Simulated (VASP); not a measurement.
# CdTe (gw) (F-43m) in VASP: single point with PBE

Aim: the single point of CdTe (gw) with PBE.

Everything below comes from runs of VASP 6.6.1. Logs are shortened: lines on timing, memory, paths and dates and some standing lists are left out, and cuts for length are marked.

## (1) The cell of the first run

It takes space group F-43m (No. 216, cubic). Conventional cell: a = 6.619 Å, b = 6.619 Å, c = 6.619 Å, α = 90.00°, β = 90.00°, γ = 90.00°. Cd (site symmetry -43m) has 4 Te at 2.87 Å within 3.8 Å. Within 3.8 Å of Te (site symmetry -43m) lie 4 Cd at 2.87 Å.

## (2) Single point, PBE

INCAR reads:

```
PREC     = Accurate       # precision mode
ENCUT    = 500            # plane-wave cutoff, eV
EDIFF    = 1E-6           # SCF threshold, eV
ISMEAR   = 0              # smearing method
SIGMA    = 0.01           # smearing width, eV
LREAL    = False          # projectors in reciprocal space
LASPH    = True           # aspherical terms in the spheres
NELM     = 120            # most SCF steps
ALGO     = Normal         # electronic algorithm
ISIF     = 2              # what is computed and relaxed
LWAVE    = False          # write WAVECAR
LCHARG   = False          # write CHGCAR
GGA      = PE             # functional
NBANDS   = 16             # bands
GGA_COMPAT= False
```

KPOINTS reads:

```
Automatic mesh
0
Gamma
  4 4 4
```

POSCAR reads:

```
CdTe
1.0
    0.0000000000      3.3096311680      3.3096311680
    3.3096311680      0.0000000000      3.3096311680
    3.3096311680      3.3096311680      0.0000000000
Cd Te
1 1
Direct
    0.0000000000      0.0000000000      0.0000000000
    0.7500000000      0.7500000000      0.7500000000
```

Potentials or basis: VASP PAW PBE potentials, release 64 (Cd, Te).

Started as:

```bash
$ cat potpaw_PBE.64/Cd/POTCAR potpaw_PBE.64/Te/POTCAR > POTCAR
$ mpirun -np 1 vasp_std > vasp.out
```

OUTCAR:

```text
PREC = Accurate
   ENCUT = 500
   EDIFF = 1E-6
   ISMEAR = 0
   LREAL = False
   LASPH = True
   NELM = 120
   ISIF = 2
   GGA = PE

 ion  position               nearest neighbor table
   1  0.000  0.000  0.000-   2 2.87   2 2.87   2 2.87   2 2.87
   2  0.750  0.750  0.750-   1 2.87   1 2.87   1 2.87   1 2.87

  LATTYP: Found a face centered cubic cell.
 ALAT       =     6.6192623360

  Lattice vectors:

 A1 = (   0.0000000000,   3.3096311680,   3.3096311680)
 A2 = (   3.3096311680,   0.0000000000,   3.3096311680)
 A3 = (   3.3096311680,   3.3096311680,   0.0000000000)

Analysis of symmetry for initial positions (statically):
=====================================================================
 Subroutine PRICEL returns:
 Original cell was already a primitive cell.

 Routine SETGRP: Setting up the symmetry group for a
 face centered cubic supercell.

 Subroutine GETGRP returns: Found 24 space group operations
 (whereof 24 operations were pure point group operations)
 out of a pool of 48 trial point group operations.

The static configuration has the point symmetry T_d .

Analysis of symmetry for dynamics (positions and initial velocities):
=====================================================================
 Subroutine PRICEL returns:
 Original cell was already a primitive cell.

 Routine SETGRP: Setting up the symmetry group for a
 face centered cubic supercell.

 Subroutine GETGRP returns: Found 24 space group operations
 (whereof 24 operations were pure point group operations)
 out of a pool of 48 trial point group operations.

The dynamic configuration has the point symmetry T_d .

 Subroutine INISYM returns: Found 24 space group operations
 (whereof 24 operations are pure point group operations),
 and found     1 'primitive' translations

----------------------------------------------------------------------------------------

                                     Primitive cell

  volume of cell :      72.5051

  direct lattice vectors                    reciprocal lattice vectors
     0.000000000  3.309631168  3.309631168    -0.151074236  0.151074236  0.151074236
     3.309631168  0.000000000  3.309631168     0.151074236 -0.151074236  0.151074236
     3.309631168  3.309631168  0.000000000     0.151074236  0.151074236 -0.151074236

  length of vectors
     4.680525284  4.680525284  4.680525284     0.261668252  0.261668252  0.261668252
[... 62 lines left out ...]
   ENCUT  =  500.0 eV  36.75 Ry    6.06 a.u.   8.53  8.53  8.53*2*pi/ulx,y,z
   NELM   =    120;   NELMIN=  2; NELMDL= -5     # of ELM steps
   EDIFF  = 0.1E-05   stopping-criterion for ELM
   LREAL  =      F    real-space projection
   EDIFFG = 0.1E-04   stopping-criterion for IOM
   NSW    =      0    number of steps for IOM
   IBRION =     -1    ionic relax: 0-MD 1-quasi-New 2-CG
   NFREE  =      0    steps in history (QN), initial steepest desc. (CG)
   ISIF   =      2    stress and relaxation
   ISYM   =      2    0-nonsym 1-usesym 2-fastsym
   POTIM  = 0.5000    time-step for ionic-motion
   TEBEG  =    0.0;   TEEND  =   0.0 temperature during run
   PSTRESS=    0.0 pullay stress
   NELECT =      18.0000    total number of electrons
   NUPDOWN=      -1.0000    fix difference up-down
   EMIN   =  10.00;   EMAX   =-10.00  energy-range for DOS
   EFERMI =   0.00;   METHOD = LEGACY
   ISMEAR =     0;   SIGMA  =   0.01  broadening in eV -4-tet -1-fermi 0-gaus
   EFERMI_NEDOS =   21; number of points for ismear=-14 and -15
   IALGO  =     38    algorithm
   IMIX   =      4    mixing-type and parameters
     AMIX     =   0.40;   BMIX     =  1.00
     AMIX_MAG =   1.60;   BMIX_MAG =  1.00
  volume/ion in A,a.u.               =      36.25       244.64
  Fermi-wavevector in a.u.,A,eV,Ry     =   1.028907  1.944352 14.403799  1.058649
  Thomas-Fermi vector in A             =   2.162927
   LORBIT       =      0    0 simple, 1 ext, 2 COOP (PROOUT), +10 PAW based schemes
   GGA     = PE    functional components
   LHFCALC =     F    Hartree Fock is set to
   AEXX    =    0.0000 exact exchange contribution
   IVDW    =     0    specifies the selected vdW correction
   LEPSILON=     F    determine dielectric tensor
   LRPA    =     F    only Hartree local field effects (RPA)
 non-spin polarized calculation
 Gauss-broadening in eV      SIGMA  =   0.01
  energy-cutoff  :      500.00
  volume of cell :       72.51
 maximum number of plane-waves:      1856
 NGX is ok and might be reduce to    36
   NGX = 17   NGY = 17   NGZ = 17

 number of electron      18.0000006 magnetization

 Free energy of the ion-electron system (eV)
  ---------------------------------------------------
  ext. energy  EPLUGINS =         0.00000000
  ---------------------------------------------------
  free energy    TOTEN  =        -4.75537537 eV

  energy without entropy =       -4.75537537  energy(sigma->0) =       -4.75537537

 E-fermi :   1.9259     XC(G=0):  -8.2935

 val. band max:        1.8196638580   @ k =   0.0000   0.0000   0.0000
 cond. band min:       2.3866900108   @ k =   0.0000   0.0000   0.0000
 fundamental gap:      0.5670261528
 Fermi energy:         1.9258518043

 k-point     1 :       0.0000    0.0000    0.0000
  band No.  band energies     occupation
      1      -9.0063      2.00000
      2      -6.3015      2.00000
      3      -6.3015      2.00000
      4      -6.3015      2.00000
      5      -6.0872      2.00000
      6      -6.0872      2.00000
[... 129 lines left out ...]
      3      -6.1937      2.00000
      4      -6.1107      2.00000
      5      -6.0853      2.00000
      6      -5.5942      2.00000
[... 8 lines left out ...]
     15      12.6408      0.00000
     16      12.8922      0.00000

------------------------ aborting loop because EDIFF is reached ----------------------------------------

  FORCE on cell =-STRESS in cart. coord.  units (eV):
  Direction    XX          YY          ZZ          XY          YZ          ZX
  --------------------------------------------------------------------------------------
  -------------------------------------------------------------------------------------
  Total        0.1254639      0.1254639      0.1254639     -0.0000000      0.0000000     -0.0000000
  in kB        2.7724300      2.7724300      2.7724300     -0.0000000      0.0000000     -0.0000000
  external PRESSURE =       2.7724300 kB  Pullay stress =       0.0000000 kB

 VOLUME and BASIS-vectors are now :
 -----------------------------------------------------------------------------
  energy-cutoff  :      500.00
  volume of cell :       72.51
      direct lattice vectors                 reciprocal lattice vectors
     0.000000000  3.309631168  3.309631168    -0.151074236  0.151074236  0.151074236
     3.309631168  0.000000000  3.309631168     0.151074236 -0.151074236  0.151074236
     3.309631168  3.309631168  0.000000000     0.151074236  0.151074236 -0.151074236

 POSITION                                       TOTAL-FORCE (eV/Angst)
 -----------------------------------------------------------------------------------
      0.00000      0.00000      0.00000        -0.000000     -0.000000      0.000000
      4.96445      4.96445      4.96445         0.000000      0.000000     -0.000000
 -----------------------------------------------------------------------------------
    total drift:                               -0.000000     -0.000000      0.000000

  FREE ENERGIE OF THE ION-ELECTRON SYSTEM (eV)
  ---------------------------------------------------
  free  energy   TOTEN  =        -4.7553753692 eV

  energy  without entropy=       -4.7553753692  energy(sigma->0) =       -4.75537537
```

OSZICAR:

```text
N       E                     dE             d eps       ncg     rms          rms(c)
DAV:   1     0.853467043477E+02    0.85347E+02   -0.79247E+03   264   0.917E+02
DAV:   2    -0.203666009150E+01   -0.87383E+02   -0.84164E+02   312   0.224E+02
DAV:   3    -0.497317883415E+01   -0.29365E+01   -0.29320E+01   304   0.416E+01
DAV:   4    -0.500495093504E+01   -0.31772E-01   -0.31771E-01   400   0.367E+00
DAV:   5    -0.500501840179E+01   -0.67467E-04   -0.67467E-04   328   0.161E-01    0.489E+00
DAV:   6    -0.477052794678E+01    0.23449E+00   -0.39561E-01   312   0.706E+00    0.412E+00
DAV:   7    -0.475360716269E+01    0.16921E-01   -0.11024E-01   272   0.208E+00    0.164E+00
DAV:   8    -0.475480598990E+01   -0.11988E-02   -0.10434E-02   320   0.112E+00    0.473E-01
DAV:   9    -0.475523918538E+01   -0.43320E-03   -0.93190E-04   288   0.293E-01    0.103E-01
DAV:  10    -0.475532484551E+01   -0.85660E-04   -0.11900E-04   328   0.954E-02    0.527E-02
DAV:  11    -0.475537647306E+01   -0.51628E-04   -0.89237E-05   280   0.522E-02    0.344E-02
DAV:  12    -0.475537544551E+01    0.10276E-05   -0.33568E-06   328   0.129E-02    0.194E-02
DAV:  13    -0.475537536915E+01    0.76356E-07   -0.46309E-07   248   0.332E-03
   1 F= -.47553754E+01 E0= -.47553754E+01  d E =-.282995E-52
```

stdout:

```text
POSCAR found type information on POSCAR CdTe
 POSCAR found :  2 types and       2 ions
 scaLAPACK will be used
 LDA part: xc-table for (Slater+PW92), standard interpolation
 POSCAR, INCAR and KPOINTS ok, starting setup
 FFT: planning ... GRIDC
 FFT: planning ... GRID_SOFT
 FFT: planning ... GRID
 WAVECAR not read
 entering main loop
```

It took 18 s on 1 thread of Intel Xeon 8259CL, shared host; peak memory 0.21 GiB.

Results:

```yaml
Free_energy: -4.7554 eV
Pressure: 0.3 GPa
Band_gap_on_the_k_mesh: 0.57 eV, direct
```

Levels at points of the mesh, in eV from the valence-band top:
```tsv
k point	band 7	band 8	band 9	band 10	band 11	band 12
(0.00, 0.00, 0.00)	0.00	0.00	0.00	0.57	4.62	4.62
(0.50, 0.00, 0.00)	-4.09	-0.69	-0.69	1.74	5.19	5.19
(0.50, 0.50, 0.00)	-4.02	-1.66	-1.66	2.66	2.73	8.51
```

Caveat: spin-orbit coupling is left out, which moves the levels of the heavy elements. Expect the measured gap to be larger: semilocal functionals such as PBE lack the derivative discontinuity.
